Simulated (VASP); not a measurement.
# NaSnF3 (Pm-3m) in VASP: settings compared, part 2 of 2

VASP 6.6.1. Earlier steps stand in the parts before.

### 4 Single point, r2SCAN (strain +4.0%)

Contents of POSCAR:

```
NaSnF3
1.0
    4.8180254916      0.0000000000      0.0000000000
    0.0000000000      4.8180254916      0.0000000000
    0.0000000000      0.0000000000      4.8180254916
Na Sn F
1 1 3
Direct
    0.0000000000      0.0000000000      0.0000000000
    0.5000000000      0.5000000000      0.5000000000
    0.5000000000      0.5000000000      0.0000000000
    0.5000000000      0.0000000000      0.5000000000
    0.0000000000      0.5000000000      0.5000000000
```

Contents of INCAR.step1:

```
PREC = Accurate
ENCUT = 520
ISMEAR = 0
SIGMA = 0.01
LREAL = F
LASPH = T
NELM = 60
NBANDS = 29
GGA = PE
ALGO = Normal
EDIFF = 1E-4
LWAVE = T
LCHARG = F
```

Contents of INCAR.step2:

```
PREC = Accurate
ENCUT = 520
EDIFF = 1E-7
ISMEAR = 0
SIGMA = 0.01
LREAL = F
LASPH = T
NELM = 60
ALGO = Normal
ISIF = 2
LWAVE = F
LCHARG = T
METAGGA = R2SCAN
LMIXTAU = T
LELF = T
LVHAR = T
NBANDS = 29
ISTART = 1
```

Contents of KPOINTS:

```
regular mesh
0
Gamma
  6 6 6
```

Potentials or basis: VASP PAW PBE potentials, release 64 (Na_pv, Sn_d, F).

The run is started by

```console
cat potpaw_PBE.64/Na_pv/POTCAR potpaw_PBE.64/Sn_d/POTCAR potpaw_PBE.64/F/POTCAR > POTCAR
cp INCAR.step1 INCAR
mpirun -np 1 vasp_std > vasp.out
cp INCAR.step2 INCAR
mpirun -np 1 vasp_std > vasp.out
```

OUTCAR:

```text
PREC = Accurate
   ENCUT = 520
   EDIFF = 1E-7
   ISMEAR = 0
   LREAL = F
   LASPH = T
   NELM = 60
   ISIF = 2
   METAGGA = R2SCAN
   ISTART = 1

 ion  position               nearest neighbor table
   1  0.000  0.000  0.000-
   2  0.500  0.500  0.500-   3 2.41   4 2.41   5 2.41   3 2.41   4 2.41   5 2.41
   3  0.500  0.500  0.000-   2 2.41   2 2.41
   4  0.500  0.000  0.500-   2 2.41   2 2.41
   5  0.000  0.500  0.500-   2 2.41   2 2.41

  LATTYP: Found a simple cubic cell.
 ALAT       =     4.8180254916

  Lattice vectors:

 A1 = (   4.8180254916,   0.0000000000,   0.0000000000)
 A2 = (   0.0000000000,   4.8180254916,   0.0000000000)
 A3 = (   0.0000000000,   0.0000000000,   4.8180254916)

Analysis of symmetry for initial positions (statically):
=====================================================================
 Subroutine PRICEL returns:
 Original cell was already a primitive cell.

 Routine SETGRP: Setting up the symmetry group for a
 simple cubic supercell.

 Subroutine GETGRP returns: Found 48 space group operations
 (whereof 48 operations were pure point group operations)
 out of a pool of 48 trial point group operations.

The static configuration has the point symmetry O_h .

Analysis of symmetry for dynamics (positions and initial velocities):
=====================================================================
 Subroutine PRICEL returns:
 Original cell was already a primitive cell.

 Routine SETGRP: Setting up the symmetry group for a
 simple cubic supercell.

 Subroutine GETGRP returns: Found 48 space group operations
 (whereof 48 operations were pure point group operations)
 out of a pool of 48 trial point group operations.

The dynamic configuration has the point symmetry O_h .

[... 115 lines left out ...]
   EFERMI_NEDOS =   21; number of points for ismear=-14 and -15
   IALGO  =     38    algorithm
   IMIX   =      4    mixing-type and parameters
     AMIX     =   0.40;   BMIX     =  1.00
     AMIX_MAG =   1.60;   BMIX_MAG =  1.00
  volume/ion in A,a.u.               =      22.37       150.95
  Fermi-wavevector in a.u.,A,eV,Ry     =   1.181106  2.231966 18.980279  1.395011
  Thomas-Fermi vector in A             =   2.317386
   LORBIT       =      0    0 simple, 1 ext, 2 COOP (PROOUT), +10 PAW based schemes
   METAGGA = R2SCAN    functional components
   LHFCALC =     F    Hartree Fock is set to
   AEXX    =    0.0000 exact exchange contribution
   IVDW    =     0    specifies the selected vdW correction
   LEPSILON=     F    determine dielectric tensor
   LRPA    =     F    only Hartree local field effects (RPA)
 non-spin polarized calculation
 Gauss-broadening in eV      SIGMA  =   0.01
  energy-cutoff  :      520.00
  volume of cell :      111.84
 maximum number of plane-waves:      3028
 NGX is ok and might be reduce to    36
   NGX = 17   NGY = 17   NGZ = 17

 number of electron      41.9999950 magnetization

 Free energy of the ion-electron system (eV)
  ---------------------------------------------------
  ext. energy  EPLUGINS =         0.00000000
  ---------------------------------------------------
  free energy    TOTEN  =       -48.84037425 eV

  energy without entropy =      -48.84037425  energy(sigma->0) =      -48.84037425

 E-fermi :   1.7260     XC(G=0):  -7.7805

 val. band max:        1.6388498201   @ k =   0.5000   0.5000   0.5000
 cond. band min:       3.4490071062   @ k =   0.5000   0.0000   0.0000
 fundamental gap:      1.8101572861
 Fermi energy:         1.7260234653

 k-point     1 :       0.0000    0.0000    0.0000
  band No.  band energies     occupation
      1     -25.1825      2.00000
      2     -25.1825      2.00000
      3     -25.1825      2.00000
      4     -23.1252      2.00000
      5     -23.0949      2.00000
      6     -23.0949      2.00000
[... 629 lines left out ...]
     28       7.3463      0.00000
     29      12.7646      0.00000

------------------------ aborting loop because EDIFF is reached ----------------------------------------

  FORCE on cell =-STRESS in cart. coord.  units (eV):
  Direction    XX          YY          ZZ          XY          YZ          ZX
  --------------------------------------------------------------------------------------
  -------------------------------------------------------------------------------------
  Total       -2.9386228     -2.9386228     -2.9386228      0.0000000     -0.0000000      0.0000000
  in kB      -42.0966120    -42.0966120    -42.0966120      0.0000000     -0.0000000      0.0000000
  external PRESSURE =     -42.0966120 kB  Pullay stress =       0.0000000 kB

 VOLUME and BASIS-vectors are now :
 -----------------------------------------------------------------------------
  energy-cutoff  :      520.00
  volume of cell :      111.84
      direct lattice vectors                 reciprocal lattice vectors
     4.818025492  0.000000000  0.000000000     0.207553904  0.000000000  0.000000000
     0.000000000  4.818025492  0.000000000     0.000000000  0.207553904  0.000000000
     0.000000000  0.000000000  4.818025492     0.000000000  0.000000000  0.207553904

 POSITION                                       TOTAL-FORCE (eV/Angst)
 -----------------------------------------------------------------------------------
      0.00000      0.00000      0.00000         0.000000      0.000000      0.000000
      2.40901      2.40901      2.40901         0.000000      0.000000      0.000000
      2.40901      2.40901      0.00000         0.000000      0.000000      0.000000
      2.40901      0.00000      2.40901         0.000000      0.000000      0.000000
      0.00000      2.40901      2.40901         0.000000      0.000000      0.000000
 -----------------------------------------------------------------------------------
    total drift:                                0.000000      0.000000      0.000000

  FREE ENERGIE OF THE ION-ELECTRON SYSTEM (eV)
  ---------------------------------------------------
  free  energy   TOTEN  =       -48.8403742466 eV

  energy  without entropy=      -48.8403742466  energy(sigma->0) =      -48.84037425
```

OSZICAR.step1:

```text
N       E                     dE             d eps       ncg     rms          rms(c)
DAV:   1     0.479176328165E+03    0.47918E+03   -0.21383E+04  1237   0.170E+03
DAV:   2     0.429772907234E+02   -0.43620E+03   -0.41528E+03  1316   0.492E+02
DAV:   3    -0.224136822502E+02   -0.65391E+02   -0.64634E+02  1337   0.177E+02
DAV:   4    -0.247749775364E+02   -0.23613E+01   -0.23562E+01  1263   0.382E+01
DAV:   5    -0.248356526001E+02   -0.60675E-01   -0.60671E-01  1386   0.609E+00    0.989E+00
DAV:   6    -0.217403371661E+02    0.30953E+01   -0.11673E+01  1526   0.222E+01    0.393E+00
DAV:   7    -0.216596616571E+02    0.80676E-01   -0.61102E-01  1260   0.458E+00    0.193E+00
DAV:   8    -0.215945254088E+02    0.65136E-01   -0.12283E-01  1352   0.321E+00    0.330E-01
DAV:   9    -0.215936887382E+02    0.83667E-03   -0.11138E-02  1449   0.701E-01    0.194E-01
DAV:  10    -0.215937781807E+02   -0.89443E-04   -0.30750E-03  1337   0.671E-01    0.537E-02
DAV:  11    -0.215937319947E+02    0.46186E-04   -0.42682E-04  1218   0.201E-01
   1 F= -.21593732E+02 E0= -.21593732E+02  d E =-.490351E-25
```

It took 3.6 min on 1 thread of Oxide Virtual Turin-like, shared host; peak memory 0.21 GiB.

What came out:

```
Free energy            : -48.8404 eV
Pressure               : -4.2 GPa
Band gap on the k mesh : 1.81 eV (least direct gap 2.55 eV)
```

Caveat: the cell differs from its parent crystal (strain +4.0%); the cell stands under tension; the PAW data sets were made with another functional, which shifts forces and pressure a little; spin-orbit coupling is left out, which moves the levels of the heavy elements. A k mesh can miss the band edges.

### 5 The runs side by side

| level | cell | smearing | gap on the mesh (eV) | pressure (GPa) |
| --- | --- | --- | --- | --- |
| PBE | a = 4.818 Å, 5 atoms | fermi-dirac 0.02 eV | 1.49 | -2.9 |
| r2SCAN | a = 4.633 Å, 5 atoms | gaussian 0.01 eV | 1.13 | 0.0 |
| r2SCAN | a = 4.818 Å, 5 atoms | gaussian 0.01 eV | 1.81 | -4.2 |

Alike in all rows: task single point; potentials or basis VASP PAW PBE potentials, release 64 (Na_pv, Sn_d, F); no spin polarisation; k mesh 6 × 6 × 6; cutoff (eV) 520.

Caveats: spin-orbit coupling is left out, which moves the levels of the heavy elements; the PAW data sets were made with another functional, which shifts forces and pressure a little (at least some runs); the cell stands under tension (at least some runs).

Total energies depend on the potentials used, so only differences within one code and one set of settings carry meaning.
